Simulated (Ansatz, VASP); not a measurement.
## KBr in VASP and in Ansatz

The input INCAR:

```
PREC = Accurate
ENCUT = 520
EDIFF = 1E-6
ISMEAR = 0
SIGMA = 0.05
LREAL = False
LASPH = True
NELM = 60
ALGO = Normal
ISIF = 2
LWAVE = False
LCHARG = False
GGA = PE
NBANDS = 15
```

KPOINTS

```
regular mesh
0
Gamma
  10 10 10
```

POSCAR

```
KBr
1.0
    0.0000000000      3.3967924607      3.3967924607
    3.3967924607      0.0000000000      3.3967924607
    3.3967924607      3.3967924607      0.0000000000
K Br
1 1
Direct
    0.0000000000      0.0000000000      0.0000000000
    0.5000000000      0.5000000000      0.5000000000
```

Input for Ansatz:

```yaml
crystal:
  lattice:
    - [0.0, 3.3967924607, 3.3967924607]
    - [3.3967924607, 0.0, 3.3967924607]
    - [3.3967924607, 3.3967924607, 0.0]
  atoms:
    - { symbol: K, position: [0.0, 0.0, 0.0] }
    - { symbol: Br, position: [0.5, 0.5, 0.5] }
basis:
  ecutwfc: 420
  ecutrho_ratio: 4
kpoints:
  mp_grid: { grid: [10, 10, 10] }
hamiltonian:
  xc: pbe
scf:
  occupations: { method: gaussian, width: 0.05 }
output:
  forces: true
  stress: true
  eigenvalues: true
  write_density: true
  write_potential: true
  elf: true
  volumetric_format: npy
```

Alike in both runs: task single point; functional PBE; k mesh 10 × 10 × 10; occupations gaussian, width 0.05 eV; no spin polarisation.

```csv
,VASP,Ansatz
version,VASP 6.6.1,Ansatz 0.2.0
potentials or method,"VASP PAW PBE potentials, release 64 (K_sv, Br), cutoff 520 eV","scalar-relativistic, plane waves, PAW"
valence electrons in the cell,16,16
```

```tsv
	VASP	Ansatz	Ansatz less VASP
gap on the k mesh at the Fermi level (eV)	4.21	4.21	+0.001
least direct gap on the mesh (eV)	4.21	4.21	+0.001
pressure (GPa)	-0.5	-0.5	-0.02
```
